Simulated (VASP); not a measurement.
# Ir (P6_3/mmc) in VASP: notebook

Runs on Ir. Level: LDA. Tasks: single point.

Program: VASP 6.6.1. These are calculated values, not measurements. Logs are shortened: lines on timing, memory, paths and dates and some standing lists are left out, and cuts for length are marked.

### 1 The cell of the first run

Symmetry: P6_3/mmc, No. 194, hexagonal system. Conventional cell: a = 2.705 Å, b = 2.705 Å, c = 4.152 Å, α = 90.00°, β = 90.00°, γ = 120.00°. Ir (site symmetry -6m2) has 12 Ir at 2.60 to 2.71 Å within 3.4 Å.

### 2 Single point, LDA

INCAR

```
PREC = Accurate
ENCUT = 500
EDIFF = 1E-6
ISMEAR = 0
SIGMA = 0.15
LREAL = F
LASPH = T
NELM = 120
ALGO = Normal
ISIF = 2
LWAVE = F
LCHARG = F
NBANDS = 16
GGA_COMPAT = F
```

KPOINTS

```
regular mesh
0
Gamma
  18 18 10
```

POSCAR

```
Ir
1.0
    2.7052686553      0.0000000000      0.0000000000
   -1.3526343277      2.3428313795      0.0000000000
    0.0000000000      0.0000000000      4.1523000000
Ir
2
Direct
    0.6666666667      0.3333333333      0.7500000000
    0.3333333333      0.6666666667      0.2500000000
```

Potentials or basis: VASP PAW LDA potentials, release 64 (Ir).

On the command line:

```sh
cat potpaw_LDA.64/Ir/POTCAR > POTCAR
mpirun -np 1 vasp_std > vasp.out
```

OUTCAR:

```text
PREC = Accurate
   ENCUT = 500
   EDIFF = 1E-6
   ISMEAR = 0
   LREAL = F
   LASPH = T
   NELM = 120
   ISIF = 2

 ion  position               nearest neighbor table
   1  0.667  0.333  0.750-   2 2.60   2 2.60   2 2.60   2 2.60   2 2.60   2 2.60
   2  0.333  0.667  0.250-   1 2.60   1 2.60   1 2.60   1 2.60   1 2.60   1 2.60

  LATTYP: Found a hexagonal cell.
 ALAT       =     2.7052686553
 C/A-ratio  =     1.5348937681

  Lattice vectors:

 A1 = (   2.7052686553,   0.0000000000,   0.0000000000)
 A2 = (  -1.3526343277,   2.3428313795,   0.0000000000)
 A3 = (   0.0000000000,   0.0000000000,   4.1523000000)

Analysis of symmetry for initial positions (statically):
=====================================================================
 Subroutine PRICEL returns:
 Original cell was already a primitive cell.

 Routine SETGRP: Setting up the symmetry group for a
 hexagonal supercell.

 Subroutine GETGRP returns: Found 24 space group operations
 (whereof 12 operations were pure point group operations)
 out of a pool of 24 trial point group operations.

The static configuration has the point symmetry D_3d.
 The point group associated with its full space group is D_6h.

Analysis of symmetry for dynamics (positions and initial velocities):
=====================================================================
 Subroutine PRICEL returns:
 Original cell was already a primitive cell.

 Routine SETGRP: Setting up the symmetry group for a
 hexagonal supercell.

 Subroutine GETGRP returns: Found 24 space group operations
 (whereof 12 operations were pure point group operations)
 out of a pool of 24 trial point group operations.

The dynamic configuration has the point symmetry D_3d.
 The point group associated with its full space group is D_6h.

 Subroutine INISYM returns: Found 24 space group operations
 (whereof 12 operations are pure point group operations),
 and found     1 'primitive' translations

----------------------------------------------------------------------------------------

                                     Primitive cell

  volume of cell :      26.3172

  direct lattice vectors                    reciprocal lattice vectors
     2.705268655  0.000000000  0.000000000     0.369649054  0.213416981  0.000000000
    -1.352634328  2.342831380  0.000000000     0.000000000  0.426833962  0.000000000
     0.000000000  0.000000000  4.152300000     0.000000000  0.000000000  0.240830383

  length of vectors
     2.705268655  2.705268655  4.152300000     0.426833962  0.426833962  0.240830383

  position of ions in fractional coordinates (direct lattice)
     0.666666667  0.333333333  0.750000000
     0.333333333  0.666666667  0.250000000

  ion indices of the primitive-cell ions
   primitive index   ion index
                 1           1
                 2           2

----------------------------------------------------------------------------------------

 KPOINTS: regular mesh

Automatic generation of k-mesh.
 Grid dimensions read from file:
 generate k-points for:   18   18   10

 Generating k-lattice:

  Cartesian coordinates                     Fractional coordinates (reciprocal lattice)
     0.020536059  0.011856499  0.000000000     0.055555556  0.000000000  0.000000000
     0.000000000  0.023712998  0.000000000     0.000000000  0.055555556  0.000000000
     0.000000000  0.000000000  0.024083038     0.000000000  0.000000000  0.100000000

  Length of vectors
     0.023712998  0.023712998  0.024083038

  Shift w.r.t. Gamma in fractional coordinates (k-lattice)
     0.000000000  0.000000000  0.000000000

 Subroutine IBZKPT returns following result:
 ===========================================

 Found    222 irreducible k-points:

 Following reciprocal coordinates:
            Coordinates               Weight
  0.000000  0.000000  0.000000      1.000000
  0.055556 -0.000000  0.000000      6.000000
  0.111111 -0.000000  0.000000      6.000000
  0.166667 -0.000000  0.000000      6.000000
  0.222222  0.000000  0.000000      6.000000
  0.277778 -0.000000  0.000000      6.000000
[... 16 lines left out ...]
  0.333333  0.111111  0.000000     12.000000
  0.388889  0.111111  0.000000     12.000000
 [... further k-points ...]
   k-points           NKPTS =    222   k-points in BZ     NKDIM =    222   number of bands    NBANDS=     16
   number of dos      NEDOS =    301   number of ions     NIONS =      2
   total plane-waves  NPLWV =  12000
   dimension x,y,z NGX =    20 NGY =   20 NGZ =   30
   dimension x,y,z NGXF=    40 NGYF=   40 NGZF=   60
   ions per type =               2
   NGX,Y,Z   is equivalent  to a cutoff of  12.29, 12.29, 12.01 a.u.
   NGXF,Y,Z  is equivalent  to a cutoff of  24.58, 24.58, 24.02 a.u.
 SYSTEM =  unknown system
   PREC   = accura    normal or accurate (medium, high low for compatibility)
   ISTART =      0    job   : 0-new  1-cont  2-samecut
   ICHARG =      2    charge: 1-file 2-atom 10-const
   ISPIN  =      1    spin polarized calculation?
   LNONCOLLINEAR =      F non collinear calculations
   LSORBIT =      F    spin-orbit coupling
   LASPH  =      T    aspherical Exc in radial PAW
   ENCUT  =  500.0 eV  36.75 Ry    6.06 a.u.   4.93  4.93  7.57*2*pi/ulx,y,z
   NELM   =    120;   NELMIN=  2; NELMDL= -5     # of ELM steps
   EDIFF  = 0.1E-05   stopping-criterion for ELM
   LREAL  =      F    real-space projection
   EDIFFG = 0.1E-04   stopping-criterion for IOM
   NSW    =      0    number of steps for IOM
   IBRION =     -1    ionic relax: 0-MD 1-quasi-New 2-CG
   NFREE  =      0    steps in history (QN), initial steepest desc. (CG)
   ISIF   =      2    stress and relaxation
   ISYM   =      2    0-nonsym 1-usesym 2-fastsym
   POTIM  = 0.5000    time-step for ionic-motion
   TEBEG  =    0.0;   TEEND  =   0.0 temperature during run
   PSTRESS=    0.0 pullay stress
   NELECT =      18.0000    total number of electrons
   NUPDOWN=      -1.0000    fix difference up-down
   EMIN   =  10.00;   EMAX   =-10.00  energy-range for DOS
   EFERMI =   0.00;   METHOD = LEGACY
   ISMEAR =     0;   SIGMA  =   0.15  broadening in eV -4-tet -1-fermi 0-gaus
   EFERMI_NEDOS =   21; number of points for ismear=-14 and -15
   IALGO  =     38    algorithm
   IMIX   =      4    mixing-type and parameters
     AMIX     =   0.40;   BMIX     =  1.00
     AMIX_MAG =   1.60;   BMIX_MAG =  1.00
  volume/ion in A,a.u.               =      13.16        88.80
  Fermi-wavevector in a.u.,A,eV,Ry     =   1.442400  2.725740 28.307150  2.080517
  Thomas-Fermi vector in A             =   2.560924
   LORBIT       =      0    0 simple, 1 ext, 2 COOP (PROOUT), +10 PAW based schemes
   GGA     = CA    functional components
   LHFCALC =     F    Hartree Fock is set to
   AEXX    =    0.0000 exact exchange contribution
   IVDW    =     0    specifies the selected vdW correction
   LEPSILON=     F    determine dielectric tensor
   LRPA    =     F    only Hartree local field effects (RPA)
 non-spin polarized calculation
 Gauss-broadening in eV      SIGMA  =   0.15
  energy-cutoff  :      500.00
  volume of cell :       26.32
 maximum number of plane-waves:       695
 NGX is ok and might be reduce to    20
   NGX =  9   NGY =  9   NGZ = 15

 number of electron      18.0000002 magnetization

 Free energy of the ion-electron system (eV)
  ---------------------------------------------------
  ext. energy  EPLUGINS =         0.00000000
  ---------------------------------------------------
  free energy    TOTEN  =       -20.27664413 eV

  energy without entropy =      -20.24837105  energy(sigma->0) =      -20.26250759

 E-fermi :  11.8444     XC(G=0): -14.5554

 val. band max:       11.8435335134   @ k =   0.3889   0.0556   0.0000
 cond. band min:      11.8461381101   @ k =   0.3333   0.1111   0.0000
 fundamental gap:      0.0026045967
 Fermi energy:        11.8444401763

 k-point     1 :       0.0000    0.0000    0.0000
  band No.  band energies     occupation
      1      -0.2629      2.00000
      2       2.8114      2.00000
      3       7.3758      2.00000
      4       7.3758      2.00000
      5       7.9454      2.00000
      6       8.2812      2.00000
[... 8 lines left out ...]
     15      28.9400      0.00000
     16      29.7747      0.00000

 k-point     2 :       0.0556   -0.0000    0.0000
  band No.  band energies     occupation
      1      -0.1371      2.00000
      2       2.9167      2.00000
      3       7.1356      2.00000
      4       7.4826      2.00000
      5       8.1525      2.00000
      6       8.2202      2.00000
[... 8 lines left out ...]
     15      29.0850      0.00000
     16      29.9654      0.00000

 k-point     3 :       0.1111   -0.0000    0.0000
  band No.  band energies     occupation
      1       0.2301      2.00000
      2       3.2105      2.00000
      3       6.7164      2.00000
      4       7.7988      2.00000
      5       8.0020      2.00000
      6       8.0292      2.00000
[... 8 lines left out ...]
     15      29.4581      0.00000
     16      30.4253      0.00000

 k-point     4 :       0.1667   -0.0000    0.0000
  band No.  band energies     occupation
      1       0.8054      2.00000
      2       3.6110      2.00000
      3       6.3155      2.00000
      4       7.2301      2.00000
      5       7.8094      2.00000
      6       7.9381      2.00000
[... 8 lines left out ...]
     15      29.5164      0.00000
     16      29.8597      0.00000

 k-point     5 :       0.2222    0.0000    0.0000
  band No.  band energies     occupation
      1       1.5245      2.00000
      2       3.9355      2.00000
      3       6.0988      2.00000
      4       6.3697      2.00000
      5       7.6020      2.00000
      6       7.6615      2.00000
[... 8 lines left out ...]
     15      28.5388      0.00000
     16      28.6862      0.00000

 k-point     6 :       0.2778   -0.0000    0.0000
  band No.  band energies     occupation
      1       2.2772      2.00000
      2       3.9745      2.00000
      3       5.5886      2.00000
      4       6.2121      2.00000
      5       7.2839      2.00000
      6       7.7194      2.00000
[... 8 lines left out ...]
     15      27.0691      0.00000
     16      27.5231      0.00000

 k-point     7 :       0.3333   -0.0000    0.0000
  band No.  band energies     occupation
      1       2.9075      2.00000
      2       3.7939      2.00000
      3       4.9495      2.00000
      4       6.5746      2.00000
      5       7.0124      2.00000
      6       8.0277      2.00000
[... 8 lines left out ...]
     15      25.5356      0.00000
     16      26.6977      0.00000

 k-point     8 :       0.3889    0.0000    0.0000
  band No.  band energies     occupation
      1       3.2787      2.00000
      2       3.5995      2.00000
      3       4.4794      2.00000
      4       6.8068      2.00000
      5       7.0738      2.00000
      6       8.2557      2.00000
[... 8 lines left out ...]
     15      24.2048      0.00000
     16      26.0948      0.00000

 k-point     9 :       0.4444    0.0000    0.0000
  band No.  band energies     occupation
      1       3.3305      2.00000
      2       3.5687      2.00000
      3       4.1924      2.00000
      4       6.6789      2.00000
      5       7.5528      2.00000
      6       8.1747      2.00000
[... 8 lines left out ...]
     15      23.2558      0.00000
     16      24.9171      0.00000
[... 172 lines left out ...]
 k-point    19 :       0.1111    0.1111    0.0000
  band No.  band energies     occupation
      1       1.1401      2.00000
      2       3.8586      2.00000
      3       6.0338      2.00000
      4       6.9152      2.00000
      5       7.6041      2.00000
      6       7.7428      2.00000
[... 8 lines left out ...]
     15      28.3094      0.00000
     16      29.6778      0.00000

 k-point    20 :       0.1667    0.1111    0.0000
  band No.  band energies     occupation
      1       1.8468      2.00000
      2       4.2255      2.00000
      3       5.7265      2.00000
      4       6.1517      2.00000
      5       7.2983      2.00000
      6       7.6496      2.00000
[... 8 lines left out ...]
     15      26.7887      0.00000
     16      28.6728      0.00000

 k-point    21 :       0.2222    0.1111    0.0000
  band No.  band energies     occupation
      1       2.6035      2.00000
      2       4.3216      2.00000
      3       5.4425      2.00000
      4       5.7337      2.00000
      5       7.0510      2.00000
      6       7.7300      2.00000
[... 8 lines left out ...]
     15      25.4287      0.00000
     16      27.7820      0.00000

 k-point    22 :       0.2778    0.1111    0.0000
  band No.  band energies     occupation
      1       3.2552      2.00000
      2       4.1361      2.00000
      3       4.8533      2.00000
      4       6.0829      2.00000
      5       6.8641      2.00000
      6       8.0314      2.00000
[... 8 lines left out ...]
     15      23.9786      0.00000
     16      27.0603      0.00000

 k-point    23 :       0.3333    0.1111    0.0000
  band No.  band energies     occupation
      1       3.6571      2.00000
      2       3.9147      2.00000
      3       4.4160      2.00000
      4       6.6011      2.00000
      5       6.7373      2.00000
      6       8.1801      2.00000
[... 8 lines left out ...]
     15      22.7373      0.00000
     16      26.5303      0.00000

 k-point    24 :       0.3889    0.1111    0.0000
  band No.  band energies     occupation
      1       3.7141      2.00000
      2       3.8764      2.00000
      3       4.1477      2.00000
      4       6.6656      2.00000
      5       7.0939      2.00000
      6       8.0494      2.00000
[... 8 lines left out ...]
     15      23.6999      0.00000
     16      25.9299      0.00000

 [... further k-points ...]
[... 5 lines left out ...]
  --------------------------------------------------------------------------------------
  -------------------------------------------------------------------------------------
  Total        3.4678065      3.4678065      8.2424879     -0.0000000      0.0000000      0.0000000
  in kB      211.1180123    211.1180123    501.7977890     -0.0000000      0.0000000      0.0000000
  external PRESSURE =     308.0112712 kB  Pullay stress =       0.0000000 kB

 VOLUME and BASIS-vectors are now :
 -----------------------------------------------------------------------------
  energy-cutoff  :      500.00
  volume of cell :       26.32
      direct lattice vectors                 reciprocal lattice vectors
     2.705268655  0.000000000  0.000000000     0.369649054  0.213416981  0.000000000
    -1.352634328  2.342831380  0.000000000     0.000000000  0.426833962  0.000000000
     0.000000000  0.000000000  4.152300000     0.000000000  0.000000000  0.240830383

 POSITION                                       TOTAL-FORCE (eV/Angst)
 -----------------------------------------------------------------------------------
      1.35263      0.78094      3.11423        -0.000000     -0.000000      0.000000
     -0.00000      1.56189      1.03808         0.000000      0.000000      0.000000
 -----------------------------------------------------------------------------------
    total drift:                               -0.000000      0.000000     -0.000000

  FREE ENERGIE OF THE ION-ELECTRON SYSTEM (eV)
  ---------------------------------------------------
  free  energy   TOTEN  =       -20.2766441317 eV

  energy  without entropy=      -20.2483710490  energy(sigma->0) =      -20.26250759
```

Run time: 28 s. Hardware: 1 thread of Intel Xeon 6975P-C (Granite Rapids), shared host; peak memory 0.18 GiB.

What came out:

```
Free energy            : -20.2766 eV
Pressure               : 30.8 GPa
Band gap on the k mesh : zero (band 9 reaches 12.82 eV, above the bottom of band 10 at 9.14 eV)
```

Caveat: spin-orbit coupling is left out, which moves the levels of the heavy elements.

[end of part 1 of 2]
